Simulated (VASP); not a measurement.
# TaN (P-6m2) in VASP: further runs

The runs below take TaN through single point, relaxation of cell and atoms, with r2SCAN.

All numbers are computed with VASP 6.6.1; they aren't measurements. Logs are shortened: lines on timing, memory, paths and dates and some standing lists are left out, and cuts for length are marked.

## (1) The cell of the first run

It takes space group P-6m2 (No. 187, hexagonal). The conventional cell has a = 2.936 Å, b = 2.936 Å, c = 2.885 Å, α = 90.00°, β = 90.00°, γ = 120.00°. Ta (site symmetry -6m2) has 6 N at 2.23 Å and 8 Ta at 2.89 to 2.94 Å within 3.0 Å. N (site symmetry -6m2) has 6 Ta at 2.23 Å and 8 N at 2.89 to 2.94 Å within 3.0 Å.

## (2) Single point, r2SCAN

Contents of POSCAR:

```
TaN
1.0
    2.9358519141      0.0000000000      0.0000000000
   -1.4679259570      2.5425223393      0.0000000000
    0.0000000000      0.0000000000      2.8850571196
Ta N
1 1
Direct
    0.3333333333      0.6666666667      0.5000000000
    0.0000000000      0.0000000000      0.0000000000
```

Contents of INCAR.step1:

```
SYSTEM = TaN
PREC     = Accurate       ! precision mode
ENCUT    = 520            ! plane-wave cutoff, eV
ISMEAR   = -1             ! smearing method
SIGMA    = 0.05           ! smearing width, eV
LREAL    = .False.        ! projectors in reciprocal space
LASPH    = .True.         ! aspherical terms in the spheres
NELM     = 80             ! most SCF steps
NBANDS   = 15             ! bands
GGA      = PE             ! functional
ALGO     = Normal         ! electronic algorithm
EDIFF    = 1E-4           ! SCF threshold, eV
LWAVE    = .True.         ! write WAVECAR
LCHARG   = .False.        ! write CHGCAR
```

Contents of INCAR.step2:

```
SYSTEM = TaN
PREC     = Accurate       ! precision mode
ENCUT    = 520            ! plane-wave cutoff, eV
EDIFF    = 1E-6           ! SCF threshold, eV
ISMEAR   = -1             ! smearing method
SIGMA    = 0.05           ! smearing width, eV
LREAL    = .False.        ! projectors in reciprocal space
LASPH    = .True.         ! aspherical terms in the spheres
NELM     = 80             ! most SCF steps
ALGO     = Normal         ! electronic algorithm
ISIF     = 2              ! what is computed and relaxed
LWAVE    = .False.        ! write WAVECAR
LCHARG   = .False.        ! write CHGCAR
METAGGA  = R2SCAN         ! meta-GGA
LMIXTAU  = .True.       
NBANDS   = 15             ! bands
ISTART   = 1
```

Contents of KPOINTS:

```
regular mesh
0
Gamma
  9 9 8
  0 0 0
```

Potentials or basis: VASP PAW PBE potentials, release 64 (Ta_pv, N).

The run is started by

```sh
$ cat potpaw_PBE.64/Ta_pv/POTCAR potpaw_PBE.64/N/POTCAR > POTCAR
$ cp INCAR.step1 INCAR
$ mpirun -np 1 vasp_std > vasp.out
$ cp INCAR.step2 INCAR
$ mpirun -np 1 vasp_std > vasp.out
```

OUTCAR:

```text
SYSTEM = TaN
   PREC = Accurate
   ENCUT = 520
   EDIFF = 1E-6
   ISMEAR = -1
   LREAL = .False.
   LASPH = .True.
   NELM = 80
   ISIF = 2
   METAGGA = R2SCAN
   ISTART = 1

 ion  position               nearest neighbor table
   1  0.333  0.667  0.500-   2 2.23   2 2.23   2 2.23   2 2.23   2 2.23   2 2.23
   2  0.000  0.000  0.000-   1 2.23   1 2.23   1 2.23   1 2.23   1 2.23   1 2.23

  LATTYP: Found a hexagonal cell.
 ALAT       =     2.9358519141
 C/A-ratio  =     0.9826984480

  Lattice vectors:

 A1 = (   2.9358519141,   0.0000000000,   0.0000000000)
 A2 = (  -1.4679259570,   2.5425223393,   0.0000000000)
 A3 = (   0.0000000000,   0.0000000000,   2.8850571196)

Analysis of symmetry for initial positions (statically):
=====================================================================
 Subroutine PRICEL returns:
 Original cell was already a primitive cell.

 Routine SETGRP: Setting up the symmetry group for a
 hexagonal supercell.

 Subroutine GETGRP returns: Found 12 space group operations
 (whereof 12 operations were pure point group operations)
 out of a pool of 24 trial point group operations.

The static configuration has the point symmetry D_3h.

Analysis of symmetry for dynamics (positions and initial velocities):
=====================================================================
 Subroutine PRICEL returns:
 Original cell was already a primitive cell.

 Routine SETGRP: Setting up the symmetry group for a
 hexagonal supercell.

 Subroutine GETGRP returns: Found 12 space group operations
 (whereof 12 operations were pure point group operations)
 out of a pool of 24 trial point group operations.

The dynamic configuration has the point symmetry D_3h.

 Subroutine INISYM returns: Found 12 space group operations
 (whereof 12 operations are pure point group operations),
 and found     1 'primitive' translations

----------------------------------------------------------------------------------------

                                     Primitive cell

  volume of cell :      21.5354

  direct lattice vectors                    reciprocal lattice vectors
     2.935851914  0.000000000  0.000000000     0.340616635  0.196655106  0.000000000
    -1.467925957  2.542522339  0.000000000     0.000000000  0.393310212  0.000000000
     0.000000000  0.000000000  2.885057120     0.000000000  0.000000000  0.346613588

  length of vectors
     2.935851914  2.935851914  2.885057120     0.393310212  0.393310212  0.346613588

  position of ions in fractional coordinates (direct lattice)
     0.333333333  0.666666667  0.500000000
     0.000000000  0.000000000  0.000000000

  ion indices of the primitive-cell ions
   primitive index   ion index
                 1           1
                 2           2

----------------------------------------------------------------------------------------

 KPOINTS: regular mesh

Automatic generation of k-mesh.
 Grid dimensions read from file:
 generate k-points for:    9    9    8

 Generating k-lattice:

  Cartesian coordinates                     Fractional coordinates (reciprocal lattice)
     0.037846293  0.021850567  0.000000000     0.111111111  0.000000000  0.000000000
     0.000000000  0.043701135  0.000000000     0.000000000  0.111111111  0.000000000
     0.000000000  0.000000000  0.043326699     0.000000000  0.000000000  0.125000000

  Length of vectors
     0.043701135  0.043701135  0.043326699

  Shift w.r.t. Gamma in fractional coordinates (k-lattice)
     0.000000000  0.000000000  0.000000000

 Subroutine IBZKPT returns following result:
 ===========================================

 Found     60 irreducible k-points:

 Following reciprocal coordinates:
            Coordinates               Weight
  0.000000  0.000000  0.000000      1.000000
  0.111111  0.000000  0.000000      6.000000
  0.222222  0.000000  0.000000      6.000000
  0.333333  0.000000  0.000000      6.000000
  0.444444  0.000000  0.000000      6.000000
  0.111111  0.111111  0.000000      6.000000
[... 16 lines left out ...]
  0.333333  0.222222  0.125000     24.000000
  0.333333  0.333333  0.125000      4.000000
 [... further k-points ...]
   k-points           NKPTS =     60   k-points in BZ     NKDIM =     60   number of bands    NBANDS=     15
   number of dos      NEDOS =    301   number of ions     NIONS =      2
   total plane-waves  NPLWV =  13824
   dimension x,y,z NGX =    24 NGY =   24 NGZ =   24
   dimension x,y,z NGXF=    48 NGYF=   48 NGZF=   48
   ions per type =               1   1
   NGX,Y,Z   is equivalent  to a cutoff of  13.59, 13.59, 13.83 a.u.
   NGXF,Y,Z  is equivalent  to a cutoff of  27.18, 27.18, 27.66 a.u.
 SYSTEM =  TaN
   PREC   = accura    normal or accurate (medium, high low for compatibility)
   ISTART =      1    job   : 0-new  1-cont  2-samecut
   ICHARG =      0    charge: 1-file 2-atom 10-const
   ISPIN  =      1    spin polarized calculation?
   LNONCOLLINEAR =      F non collinear calculations
   LSORBIT =      F    spin-orbit coupling
   LASPH  =      T    aspherical Exc in radial PAW
   ENCUT  =  520.0 eV  38.22 Ry    6.18 a.u.   5.46  5.46  5.36*2*pi/ulx,y,z
   NELM   =     80;   NELMIN=  2; NELMDL=  0     # of ELM steps
   EDIFF  = 0.1E-05   stopping-criterion for ELM
   LREAL  =      F    real-space projection
   EDIFFG = 0.1E-04   stopping-criterion for IOM
   NSW    =      0    number of steps for IOM
   IBRION =     -1    ionic relax: 0-MD 1-quasi-New 2-CG
   NFREE  =      0    steps in history (QN), initial steepest desc. (CG)
   ISIF   =      2    stress and relaxation
   ISYM   =      2    0-nonsym 1-usesym 2-fastsym
   POTIM  = 0.5000    time-step for ionic-motion
   TEBEG  =    0.0;   TEEND  =   0.0 temperature during run
   PSTRESS=    0.0 pullay stress
   NELECT =      16.0000    total number of electrons
   NUPDOWN=      -1.0000    fix difference up-down
   EMIN   =  10.00;   EMAX   =-10.00  energy-range for DOS
   EFERMI =   0.00;   METHOD = LEGACY
   ISMEAR =    -1;   SIGMA  =   0.05  broadening in eV -4-tet -1-fermi 0-gaus
   EFERMI_NEDOS =   21; number of points for ismear=-14 and -15
   IALGO  =     38    algorithm
   IMIX   =      4    mixing-type and parameters
     AMIX     =   0.40;   BMIX     =  1.00
     AMIX_MAG =   1.60;   BMIX_MAG =  1.00
  volume/ion in A,a.u.               =      10.77        72.66
  Fermi-wavevector in a.u.,A,eV,Ry     =   1.482736  2.801964 29.912474  2.198505
  Thomas-Fermi vector in A             =   2.596485
   LORBIT       =      0    0 simple, 1 ext, 2 COOP (PROOUT), +10 PAW based schemes
   METAGGA = R2SCAN    functional components
   LHFCALC =     F    Hartree Fock is set to
   AEXX    =    0.0000 exact exchange contribution
   IVDW    =     0    specifies the selected vdW correction
   LEPSILON=     F    determine dielectric tensor
   LRPA    =     F    only Hartree local field effects (RPA)
 non-spin polarized calculation
  energy-cutoff  :      520.00
  volume of cell :       21.54
 maximum number of plane-waves:       599
 NGX is ok and might be reduce to    24
   NGX = 11   NGY = 11   NGZ = 11

 number of electron      16.0000001 magnetization

 Free energy of the ion-electron system (eV)
  ---------------------------------------------------
  ext. energy  EPLUGINS =         0.00000000
  ---------------------------------------------------
  free energy    TOTEN  =       -60.39606603 eV

  energy without entropy =      -60.39538672  energy(sigma->0) =      -60.39572638

 E-fermi :   8.3048     XC(G=0): -14.3529

 val. band max:        8.2579771659   @ k =   0.3333   0.3333   0.0000
 cond. band min:       8.3248118045   @ k =   0.0000   0.0000   0.3750
 fundamental gap:      0.0668346386
 Fermi energy:         8.3047850381

 k-point     1 :       0.0000    0.0000    0.0000
  band No.  band energies     occupation
      1     -27.9159      2.00000
      2     -27.6511      2.00000
      3     -27.6511      2.00000
      4     -10.5866      2.00000
      5       3.4053      2.00000
      6       3.4053      2.00000
      7       3.8229      2.00000
      8       5.0706      2.00000
      9      10.7314      0.00000
     10      11.9749      0.00000
     11      11.9749      0.00000
     12      12.4566      0.00000
     13      12.4566      0.00000
     14      18.8342      0.00000
     15      22.2608      0.00000

 k-point     2 :       0.1111    0.0000    0.0000
  band No.  band energies     occupation
      1     -27.8988      2.00000
      2     -27.7870      2.00000
      3     -27.6799      2.00000
      4     -10.3336      2.00000
      5       2.7011      2.00000
      6       3.5985      2.00000
      7       4.1541      2.00000
      8       4.7148      2.00000
      9      11.3870      0.00000
     10      11.7217      0.00000
     11      12.0214      0.00000
     12      12.3252      0.00000
     13      12.7889      0.00000
     14      18.8342      0.00000
     15      22.1881      0.00000

 k-point     3 :       0.2222    0.0000    0.0000
  band No.  band energies     occupation
      1     -28.1180      2.00000
      2     -27.8550      2.00000
      3     -27.7523      2.00000
      4      -9.6833      2.00000
      5       1.4050      2.00000
      6       3.9483      2.00000
      7       4.0633      2.00000
      8       4.8102      2.00000
      9      10.6109      0.00000
     10      12.0088      0.00000
     11      12.2793      0.00000
     12      13.3831      0.00000
     13      13.4899      0.00000
     14      18.8342      0.00000
     15      22.2292      0.00000
[... 343 lines left out ...]
 k-point    23 :       0.3333    0.2222    0.1250
  band No.  band energies     occupation
      1     -28.5437      2.00000
      2     -28.1401      2.00000
      3     -27.8815      2.00000
      4      -8.1555      2.00000
      5       0.4289      2.00000
      6       2.2222      2.00000
      7       2.8686      2.00000
      8       7.0063      2.00000
      9      10.0845      0.00000
     10      11.2836      0.00000
     11      12.4370      0.00000
     12      15.2333      0.00000
     13      18.8198      0.00000
     14      19.7636      0.00000
     15      21.3266      0.00000

 k-point    24 :       0.3333    0.3333    0.1250
  band No.  band energies     occupation
      1     -28.4269      2.00000
      2     -28.3361      2.00000
      3     -27.8715      2.00000
      4      -8.0257      2.00000
      5       0.8671      2.00000
      6       1.7928      2.00000
      7       2.4694      2.00000
      8       7.7104      1.99999
      9      10.1791      0.00000
     10      10.8410      0.00000
     11      11.5489      0.00000
     12      15.7287      0.00000
     13      18.8236      0.00000
     14      20.8440      0.00000
     15      22.6754      0.00000

 [... further k-points ...]

------------------------ aborting loop because EDIFF is reached ----------------------------------------

  FORCE on cell =-STRESS in cart. coord.  units (eV):
  Direction    XX          YY          ZZ          XY          YZ          ZX
  --------------------------------------------------------------------------------------
  -------------------------------------------------------------------------------------
  Total        0.2064996      0.2064996      0.2389621      0.0000000     -0.0000000      0.0000000
  in kB       15.3630127     15.3630127     17.7781385      0.0000000     -0.0000000      0.0000000
  external PRESSURE =      16.1680546 kB  Pullay stress =       0.0000000 kB

 VOLUME and BASIS-vectors are now :
 -----------------------------------------------------------------------------
  energy-cutoff  :      520.00
  volume of cell :       21.54
      direct lattice vectors                 reciprocal lattice vectors
     2.935851914  0.000000000  0.000000000     0.340616635  0.196655106  0.000000000
    -1.467925957  2.542522339  0.000000000     0.000000000  0.393310212  0.000000000
     0.000000000  0.000000000  2.885057120     0.000000000  0.000000000  0.346613588

 POSITION                                       TOTAL-FORCE (eV/Angst)
 -----------------------------------------------------------------------------------
     -0.00000      1.69501      1.44253        -0.000000      0.000000      0.000000
      0.00000      0.00000      0.00000         0.000000      0.000000      0.000000
 -----------------------------------------------------------------------------------
    total drift:                                0.000001     -0.000000     -0.000000

  FREE ENERGIE OF THE ION-ELECTRON SYSTEM (eV)
  ---------------------------------------------------
  free  energy   TOTEN  =       -60.3960660328 eV

  energy  without entropy=      -60.3953867177  energy(sigma->0) =      -60.39572638
```

It took 28 s on 1 thread of Intel Xeon 6975P-C (Granite Rapids), shared host; peak memory 0.16 GiB.

What came out:

```yaml
Free_energy: -60.3961 eV
Pressure: 1.6 GPa
Band_gap_on_the_k_mesh: zero (bands 8 and 9 overlap by 0.19 eV)
```

Levels at points of the mesh, in eV from the Fermi level:
```csv
k point,band 5,band 6,band 7,band 8,band 9,band 10,band 11,band 12
"(0.00, 0.00, 0.00)",-4.90,-4.90,-4.48,-3.23,2.43,3.67,3.67,4.15
"(0.00, 0.00, 0.50)",-9.81,-4.04,-4.04,-0.17,-0.17,2.28,3.55,3.55
```

Caveat: the PAW data sets were made with another functional, which shifts forces and pressure a little; spin-orbit coupling is left out, which moves the levels of the heavy elements.

## (3) Relaxation of cell and atoms, r2SCAN

Contents of POSCAR:

```
TaN
1.0
    2.9380000000      0.0000000000      0.0000000000
   -1.4690000000      2.5443826363      0.0000000000
    0.0000000000      0.0000000000      2.8830000000
Ta N
1 1
Direct
    0.3333330000      0.6666670000      0.5000000000
    0.0000000000      0.0000000000      0.0000000000
```

Contents of INCAR.step1:

```
SYSTEM = TaN
PREC = Accurate ; ENCUT = 600
ISMEAR = -1 ; SIGMA = 0.05
LREAL = .FALSE. ; LASPH = .TRUE.
NELM = 100 ; GGA = PE
ALGO = Normal ; EDIFF = 1E-4
LWAVE = .TRUE. ; LCHARG = .FALSE.
```

Contents of INCAR.step2:

```
SYSTEM = TaN
PREC = Accurate ; ENCUT = 600
EDIFF = 1E-7 ; ISMEAR = -1
SIGMA = 0.05 ; LREAL = .FALSE.
LASPH = .TRUE. ; NELM = 100
ALGO = Normal ; ISIF = 3
LWAVE = .FALSE. ; LCHARG = .FALSE.
METAGGA = R2SCAN ; LMIXTAU = .TRUE.
IBRION = 2 ; NSW = 80
EDIFFG = -0.01 ; ISTART = 1
```

Contents of KPOINTS:

```
Automatic mesh
0
G
  9 9 8
  0 0 0
```

Potentials or basis: VASP PAW PBE potentials, release 64 (Ta_pv, N).

The run is started by

```sh
$ cat potpaw_PBE.64/Ta_pv/POTCAR potpaw_PBE.64/N/POTCAR > POTCAR
$ cp INCAR.step1 INCAR
$ mpirun -np 1 vasp_std > vasp.out
$ cp INCAR.step2 INCAR
$ mpirun -np 1 vasp_std > vasp.out
```

Run time: 69 s. Hardware: 1 thread of Intel Xeon 6975P-C (Granite Rapids), shared host; peak memory 0.16 GiB.

It converged, with:

| Quantity | Value |
| --- | --- |
| Free energy | -60.3973 eV |
| Relaxed volume | 10.82 Å³/atom |
| Relaxed cell | a = 2.941 Å, b = 2.941 Å, c = 2.889 Å, α = 90.00°, β = 90.00°, γ = 120.00° |
| Space group after relaxing (to 0.1 Å) | P-6m2 (No. 187) |
| Energy gained by relaxing | 0.2 meV/atom |
| Ionic steps | 3 |
| Pressure after relaxing | 0.0 GPa |
| Band gap on the k mesh | zero (bands 8 and 9 overlap by 0.18 eV) |

Stress tensor (GPa, compression positive):
```
-0.13  0.00  0.00
 0.00 -0.13  0.00
 0.00  0.00  0.14
```

The path:
```tsv
step	energy change (eV)	largest force (eV/Å)	pressure (GPa)	volume (Å³)
1	0.0000	0.0000	1.41	21.55
2	0.0022	0.0000	-3.56	21.85
3	-0.0004	0.0000	-0.04	21.64
```

Final structure:
```yaml
crystal:
  lattice:
    - [2.94079, 0.00000, 0.00000]
    - [-1.47040, 2.54680, 0.00000]
    - [0.00000, 0.00000, 2.88884]
  atoms:
    - { symbol: Ta, position: [0.33333, 0.66667, 0.50000] }
    - { symbol: N, position: [0.00000, 0.00000, 0.00000] }
```

Levels at points of the mesh, in eV from the Fermi level:
```csv
k point,band 5,band 6,band 7,band 8,band 9,band 10,band 11,band 12
"(0.00, 0.00, 0.00)",-4.88,-4.88,-4.46,-3.23,2.39,3.65,3.65,4.13
"(0.00, 0.00, 0.50)",-9.78,-4.03,-4.03,-0.16,-0.16,2.28,3.54,3.54
```

Caveat: the PAW data sets were made with another functional, which shifts forces and pressure a little; spin-orbit coupling is left out, which moves the levels of the heavy elements. Zero-point motion and thermal expansion aren't in these numbers.
